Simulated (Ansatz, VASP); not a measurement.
## Ti in VASP and in Ansatz

```
Ti
1.0
     2.59576    0.00000    0.00000
     0.00000    2.59576    0.00000
     0.00000    0.00000    2.59576
Ti
1
Cartesian
  0.0000 0.0000 0.0000
```

Alike in both runs: task single point; functional r2SCAN; k mesh 13 × 13 × 13; occupations fermi-dirac, width 0.1 eV; no spin polarisation.

|  | VASP | Ansatz |
| --- | --- | --- |
| version | VASP 6.6.1 | Ansatz 0.2.0 |
| potentials or method | VASP PAW PBE potentials, release 64 (Ti_sv), cutoff 520 eV | plane waves (500 eV) with PAW, scalar-relativistic |
| valence electrons in the cell | 12 | 12 |

|  | VASP | Ansatz | Ansatz less VASP |
| --- | --- | --- | --- |
| pressure (GPa) | 3.7 | 3.2 | -0.47 |

VASP's potentials were made for PBE, not for r2SCAN.
